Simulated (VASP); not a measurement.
# Ge16N (a cell with a defect) in VASP: a series of runs

Runs on Ge16N (a cell with a defect). Level: PBE. Tasks: single point.

Everything below comes from runs of VASP 6.6.1. Logs are shortened: lines on timing, memory, paths and dates and some standing lists are left out, and cuts for length are marked.

## 1. The cell of the first run

The cell holds a defect, 17 atoms: a = 8.004 Å, b = 8.004 Å, c = 8.004 Å, α = 60.00°, β = 60.00°, γ = 60.00°.

## 2. Single point, PBE

Input file INCAR:

```
PREC = Accurate
ENCUT = 520
EDIFF = 1E-6
ISMEAR = -1
SIGMA = 0.05
LREAL = Auto
LASPH = T
NELM = 80
ALGO = Normal
ISIF = 2
LWAVE = F
LCHARG = F
GGA = PE
NBANDS = 128
```

Input file KPOINTS:

```
Automatic mesh
0
Gamma
  2 2 2
```

Input file POSCAR:

```
Ge16N
1.0
    0.0000000000      5.6600000000      5.6600000000
    5.6600000000      0.0000000000      5.6600000000
    5.6600000000      5.6600000000      0.0000000000
Ge N
16 1
Direct
   -0.0165901060      0.0261130742      0.0302826855
    0.0736484099      0.2570759717      0.1138250883
    0.0424734982     -0.0503886926      0.4424734982
    0.0517226148      0.0581007067      0.6778180212
   -0.0912985866      0.7114929329     -0.0361749117
    0.2000000000      0.5352826855      0.1499646643
   -0.0074734982      0.4272614841      0.5206360424
    0.1386484099      0.5804505300      0.6367932862
    0.4556007067      0.1174558304     -0.0938162544
    0.6371554770      0.0486042403      0.2301060071
    0.4430565371     -0.0565901060      0.5988162544
    0.6830830389      0.1297614841      0.5030477032
    0.6090812721      0.4287809187      0.0574204947
    0.4476325088      0.7589929329      0.1163074205
    0.5174204947      0.5309363958      0.4607950530
    0.6472526502      0.5541431095      0.6726060071
    1.1580212014      0.7874204947      0.1463074205
```

Potentials or basis: VASP PAW PBE potentials, release 64 (Ge_d, N).

Launch:

```console
$ cat potpaw_PBE.64/Ge_d/POTCAR potpaw_PBE.64/N/POTCAR > POTCAR
$ mpirun -np 1 vasp_std > vasp.out
```

OUTCAR:

```text
PREC = Accurate
   ENCUT = 520
   EDIFF = 1E-6
   ISMEAR = -1
   LREAL = Auto
   LASPH = T
   NELM = 80
   ISIF = 2
   GGA = PE

 ion  position               nearest neighbor table
   1  0.983  0.026  0.030-  17 1.82  10 2.37   4 2.49   2 2.73
   2  0.074  0.257  0.114-   3 2.55   9 2.59   1 2.73
   3  0.042  0.950  0.442-  12 2.40   8 2.46   4 2.48   2 2.55
   4  0.052  0.058  0.678-   7 2.45   3 2.48   1 2.49  11 2.60   5 2.91
   5  0.909  0.711  0.964-   8 2.71   6 2.78   4 2.91
   6  0.200  0.535  0.150-  17 1.86   7 2.50  13 2.72   5 2.78
   7  0.993  0.427  0.521-  16 2.28   4 2.45   6 2.50   8 2.72
   8  0.139  0.580  0.637-   3 2.46  15 2.53   5 2.71   7 2.72
   9  0.456  0.117  0.906-  14 2.51   2 2.59  12 2.78
  10  0.637  0.049  0.230-   1 2.37  11 2.46  13 2.58  12 2.79
  11  0.443  0.943  0.599-  10 2.46  12 2.60  16 2.60   4 2.60
  12  0.683  0.130  0.503-   3 2.40  11 2.60  15 2.70   9 2.78  10 2.79
  13  0.609  0.429  0.057-  14 2.47  10 2.58  16 2.62   6 2.72
  14  0.448  0.759  0.116-  17 2.11  13 2.47   9 2.51  15 2.60
  15  0.517  0.531  0.461-  16 2.50   8 2.53  14 2.60  12 2.70
  16  0.647  0.554  0.673-   7 2.28  15 2.50  11 2.60  13 2.62
  17  0.158  0.787  0.146-   1 1.82   6 1.86  14 2.11

  LATTYP: Found a face centered cubic cell.
 ALAT       =    11.3200000000

  Lattice vectors:

 A1 = (   0.0000000000,   5.6600000000,   5.6600000000)
 A2 = (   5.6600000000,   0.0000000000,   5.6600000000)
 A3 = (   5.6600000000,   5.6600000000,   0.0000000000)

Analysis of symmetry for initial positions (statically):
=====================================================================
 Subroutine PRICEL returns:
 Original cell was already a primitive cell.

 Routine SETGRP: Setting up the symmetry group for a
 face centered cubic supercell.

 Subroutine GETGRP returns: Found  1 space group operations
 (whereof  1 operations were pure point group operations)
 out of a pool of 48 trial point group operations.

The static configuration has the point symmetry C_1 .

Analysis of symmetry for dynamics (positions and initial velocities):
=====================================================================
 Subroutine PRICEL returns:
 Original cell was already a primitive cell.

 Routine SETGRP: Setting up the symmetry group for a
 face centered cubic supercell.

 Subroutine GETGRP returns: Found  1 space group operations
 (whereof  1 operations were pure point group operations)
 out of a pool of 48 trial point group operations.

The dynamic configuration has the point symmetry C_1 .

[... 116 lines left out ...]
   NFREE  =      0    steps in history (QN), initial steepest desc. (CG)
   ISIF   =      2    stress and relaxation
   ISYM   =      2    0-nonsym 1-usesym 2-fastsym
   POTIM  = 0.5000    time-step for ionic-motion
   TEBEG  =    0.0;   TEEND  =   0.0 temperature during run
   PSTRESS=    0.0 pullay stress
   NELECT =     229.0000    total number of electrons
   NUPDOWN=      -1.0000    fix difference up-down
   EMIN   =  10.00;   EMAX   =-10.00  energy-range for DOS
   EFERMI =   0.00;   METHOD = LEGACY
   ISMEAR =    -1;   SIGMA  =   0.05  broadening in eV -4-tet -1-fermi 0-gaus
   EFERMI_NEDOS =   21; number of points for ismear=-14 and -15
   IALGO  =     38    algorithm
   IMIX   =      4    mixing-type and parameters
     AMIX     =   0.40;   BMIX     =  1.00
     AMIX_MAG =   1.60;   BMIX_MAG =  1.00
  volume/ion in A,a.u.               =      21.33       143.96
  Fermi-wavevector in a.u.,A,eV,Ry     =   1.404517  2.654152 26.839765  1.972667
  Thomas-Fermi vector in A             =   2.527070
   LORBIT       =      0    0 simple, 1 ext, 2 COOP (PROOUT), +10 PAW based schemes
   GGA     = PE    functional components
   LHFCALC =     F    Hartree Fock is set to
   AEXX    =    0.0000 exact exchange contribution
   IVDW    =     0    specifies the selected vdW correction
   LEPSILON=     F    determine dielectric tensor
   LRPA    =     F    only Hartree local field effects (RPA)
 non-spin polarized calculation
  energy-cutoff  :      520.00
  volume of cell :      362.64
 maximum number of plane-waves:      9841
 NGX is ok and might be reduce to    60
   NGX = 29   NGY = 29   NGZ = 29

 number of electron     229.0000031 magnetization

 Free energy of the ion-electron system (eV)
  ---------------------------------------------------
  ext. energy  EPLUGINS =         0.00000000
  ---------------------------------------------------
  free energy    TOTEN  =       -73.51632630 eV

  energy without entropy =      -73.45784586  energy(sigma->0) =      -73.48708608

 E-fermi :   4.8391     XC(G=0): -10.2355

 val. band max:        4.8068873205   @ k =   0.0000   0.0000   0.5000
 cond. band min:       4.8517426371   @ k =   0.0000   0.5000   0.0000
 fundamental gap:      0.0448553166
 Fermi energy:         4.8390830478

 k-point     1 :       0.0000    0.0000    0.0000
  band No.  band energies     occupation
      1     -19.8885      2.00000
      2     -19.8849      2.00000
      3     -19.8581      2.00000
      4     -19.8488      2.00000
      5     -19.8336      2.00000
      6     -19.8257      2.00000
[... 1021 lines left out ...]
    125       8.0050      0.00000
    126       8.1037      0.00000
 [bands above 126 left out]

------------------------ aborting loop because EDIFF is reached ----------------------------------------

  FORCE on cell =-STRESS in cart. coord.  units (eV):
  Direction    XX          YY          ZZ          XY          YZ          ZX
  --------------------------------------------------------------------------------------
  -------------------------------------------------------------------------------------
  Total        6.5777968      4.0495212      7.7014647     -3.0963271     -2.1122667     -3.9551246
  in kB       29.0610800     17.8910145     34.0255082    -13.6797491     -9.3321143    -17.4739651
  external PRESSURE =      26.9925342 kB  Pullay stress =       0.0000000 kB

 VOLUME and BASIS-vectors are now :
 -----------------------------------------------------------------------------
  energy-cutoff  :      520.00
  volume of cell :      362.64
      direct lattice vectors                 reciprocal lattice vectors
     0.000000000  5.660000000  5.660000000    -0.088339223  0.088339223  0.088339223
     5.660000000  0.000000000  5.660000000     0.088339223 -0.088339223  0.088339223
     5.660000000  5.660000000  0.000000000     0.088339223  0.088339223 -0.088339223

 POSITION                                       TOTAL-FORCE (eV/Angst)
 -----------------------------------------------------------------------------------
      0.31920      5.73750      5.71390         0.137782      0.467031      1.302938
      2.09930      1.06110      1.87190        -0.267099     -0.759601      0.366309
      7.87920      2.74480      5.61520        -0.442279      0.337372     -0.056981
      4.16530      4.12920      0.62160        -0.109705      0.436731      0.365881
      9.48230     10.59850      9.17030        -0.691936      0.454365     -0.090212
      3.87850      1.98080      4.16170        -0.446351     -0.401021     -0.568974
[... 9 lines left out ...]
      6.94340      7.47040      6.79990         1.622674     -1.084894     -0.690380
      5.28490      1.72250      5.35120         0.034166      1.478966      1.078197
 -----------------------------------------------------------------------------------
    total drift:                                0.002101      0.002487     -0.000747

  FREE ENERGIE OF THE ION-ELECTRON SYSTEM (eV)
  ---------------------------------------------------
  free  energy   TOTEN  =       -73.5163263008 eV

  energy  without entropy=      -73.4578458579  energy(sigma->0) =      -73.48708608
```

OSZICAR:

```text
N       E                     dE             d eps       ncg     rms          rms(c)
DAV:   1     0.379611217172E+04    0.37961E+04   -0.94237E+04  2256   0.496E+03
DAV:   2     0.802780952367E+03   -0.29933E+04   -0.29132E+04  2048   0.129E+03
DAV:   3     0.560767611830E+02   -0.74670E+03   -0.72652E+03  2072   0.325E+02
DAV:   4    -0.670960725891E+02   -0.12317E+03   -0.11703E+03  2360   0.125E+02
DAV:   5    -0.761716732469E+02   -0.90756E+01   -0.88445E+01  2248   0.340E+01    0.114E+01
DAV:   6    -0.732931489154E+02    0.28785E+01   -0.10791E+01  3728   0.252E+01    0.576E+00
DAV:   7    -0.735212024312E+02   -0.22805E+00   -0.59478E+00  2832   0.160E+01    0.349E+00
DAV:   8    -0.735269340853E+02   -0.57317E-02   -0.10463E+00  2720   0.742E+00    0.144E+00
DAV:   9    -0.735089780801E+02    0.17956E-01   -0.15112E-01  2560   0.383E+00    0.388E-01
DAV:  10    -0.735145219029E+02   -0.55438E-02   -0.67229E-02  2232   0.462E+00    0.193E-01
DAV:  11    -0.735156034217E+02   -0.10815E-02   -0.11768E-02  2480   0.200E+00    0.112E-01
DAV:  12    -0.735162364579E+02   -0.63304E-03   -0.53005E-03  2184   0.618E-01    0.361E-02
DAV:  13    -0.735163041221E+02   -0.67664E-04   -0.87863E-04  2496   0.566E-01    0.220E-02
DAV:  14    -0.735163111089E+02   -0.69868E-05   -0.17440E-04  2848   0.239E-01    0.105E-02
DAV:  15    -0.735163258430E+02   -0.14734E-04   -0.14153E-04  2192   0.747E-02    0.612E-03
DAV:  16    -0.735163263008E+02   -0.45783E-06   -0.80687E-06  1968   0.711E-02
   1 F= -.73516326E+02 E0= -.73487086E+02  d E =-.584804E-01
```

stdout:

```text
POSCAR found type information on POSCAR GeN
 POSCAR found :  2 types and      17 ions
 scaLAPACK will be used
 LDA part: xc-table for (Slater+PW92), standard interpolation
 POSCAR, INCAR and KPOINTS ok, starting setup
 FFT: planning ... GRIDC
 FFT: planning ... GRID_SOFT
 FFT: planning ... GRID
 WAVECAR not read
 entering main loop
```

Run time: 7.3 min. Hardware: 1 thread of Intel Xeon 6975P-C (Granite Rapids), shared host; peak memory 0.61 GiB.

Results:

| Item | Value |
| --- | --- |
| Free energy | -73.5163 eV |
| Pressure | 2.7 GPa |
| Largest force | 2.070 eV/Å |
| Band gap on the k mesh | zero (an odd number of electrons rules out a gap without spin polarisation) |

Forces on the atoms (eV/Å):
```
Ge   0.138  0.467  1.303
Ge  -0.267 -0.760  0.366
Ge  -0.442  0.337 -0.057
Ge  -0.110  0.437  0.366
Ge  -0.692  0.454 -0.090
Ge  -0.446 -0.401 -0.569
Ge  -0.648  1.195  1.509
Ge  -0.018  0.229 -0.905
Ge  -0.092  0.088  0.260
Ge   0.279 -0.970 -0.535
Ge   0.001  0.554 -0.588
Ge   1.233 -0.877 -0.033
Ge  -0.553 -0.571 -0.401
Ge   0.434 -0.710 -0.460
Ge  -0.473  0.132 -0.554
Ge   1.623 -1.085 -0.690
N    0.034  1.479  1.078
```

Caveat: the k points lie up to 0.48 Å⁻¹ apart, too coarse for converged energies and pressures of a metal; the atoms stand as in a frame of molecular dynamics.

## 3. Single point, PBE

Input file INCAR:

```
ALGO = Normal ; EDIFF = 1E-7
ENCUT = 520 ; GGA = PE
ISIF = 2 ; ISMEAR = -1
LASPH = T ; LCHARG = F
LREAL = Auto ; LWAVE = F
NBANDS = 128 ; NELM = 100
PREC = Accurate ; SIGMA = 0.05
```

Input file KPOINTS:

```
k-points
0
Gamma
  2 2 2
```

Input file POSCAR:

```
Ge16N
1.0
    0.0000000000      5.6600000000      5.6600000000
    5.6600000000      0.0000000000      5.6600000000
    5.6600000000      5.6600000000      0.0000000000
Ge N
16 1
Direct
    0.0359717314      0.0341519435      0.0424028269
    0.0495053004      0.3195936396      0.0872438163
    0.0697703180     -0.0775618375      0.4299469965
    0.0825618375      0.0457597173      0.6919964664
   -0.0816254417      0.7592579505     -0.0961130742
    0.2481272085      0.5086925795      0.1383215548
    0.0153886926      0.4195229682      0.5220318021
    0.1177385159      0.5160070671      0.6867137809
    0.4605388693      0.1805035336     -0.1008745583
    0.6280388693      0.0047526502      0.2287632509
    0.4387014134     -0.1235600707      0.6646378092
    0.5986307420      0.1779770318      0.4967932862
    0.6300530035      0.3849469965      0.0906537102
    0.4670848057      0.7990282686      0.0426325088
    0.4544787986      0.6059452297      0.4404681979
    0.6081890459      0.5073409894      0.7129770318
    1.2007597173      0.7621908127      0.1584275618
```

Potentials or basis: VASP PAW PBE potentials, release 64 (Ge_d, N).

Launch:

```console
$ cat potpaw_PBE.64/Ge_d/POTCAR potpaw_PBE.64/N/POTCAR > POTCAR
$ mpirun -np 1 vasp_std > vasp.out
```

Run time: 9.5 min. Hardware: 1 thread of Intel Xeon 6975P-C (Granite Rapids), shared host; peak memory 0.6 GiB.

The run converged. Its results:

| Property | Result |
| --- | --- |
| Free energy | -73.4943 eV |
| Pressure | 0.7 GPa |
| Largest force | 1.330 eV/Å |
| Band gap on the k mesh | zero (an odd number of electrons rules out a gap without spin polarisation) |

Forces on the atoms (eV/Å):
```
Ge  -0.225 -0.706 -1.049
Ge  -0.032  0.191  0.077
Ge   0.341  0.176 -0.259
Ge   0.109 -0.432 -0.263
Ge   0.556  0.007  0.016
Ge   0.677 -0.601 -0.435
Ge  -0.367 -0.822 -0.791
Ge   0.125  0.571  0.739
Ge   0.149  0.010  0.131
Ge  -0.337  0.086  0.130
Ge  -0.244  0.478  1.217
Ge   0.022  0.354  0.025
Ge   0.019  0.221  0.197
Ge  -0.438  0.421 -0.015
Ge  -0.070  0.259 -0.015
Ge  -0.708  0.036 -0.056
N    0.421 -0.248  0.352
```

Stress tensor (GPa, compression positive):
```
0.96 0.72 1.25
0.72 0.69 0.23
1.25 0.23 0.39
```

Levels at points of the mesh, in eV from the Fermi level:
```
           k point  band 111  band 112  band 113  band 114  band 115  band 116  band 117  band 118
(0.00, 0.00, 0.00)     -0.67     -0.46     -0.27     -0.09      0.23      0.28      0.39      0.62
(0.50, 0.00, 0.00)     -1.14     -0.83     -0.40     -0.16     -0.04      0.08      0.53      0.73
(0.00, 0.50, 0.00)     -0.87     -0.66     -0.50     -0.20     -0.06      0.55      0.64      1.03
(0.00, 0.00, 0.50)     -1.09     -0.59     -0.42     -0.35     -0.19      0.18      0.48      0.96
(0.50, 0.50, 0.50)     -0.63     -0.45     -0.31     -0.08      0.02      0.25      0.55      0.76
(0.50, 0.50, 0.00)     -0.89     -0.75     -0.36     -0.21      0.02      0.29      0.50      0.79
(0.00, 0.50, 0.50)     -0.85     -0.53     -0.33     -0.23     -0.05      0.30      0.51      1.09
(0.50, 0.00, 0.50)     -0.85     -0.76     -0.63     -0.29      0.06      0.31      1.02      1.27
```

Caveat: the k points lie up to 0.48 Å⁻¹ apart, too coarse for converged energies and pressures of a metal; the atoms stand as in a frame of molecular dynamics.
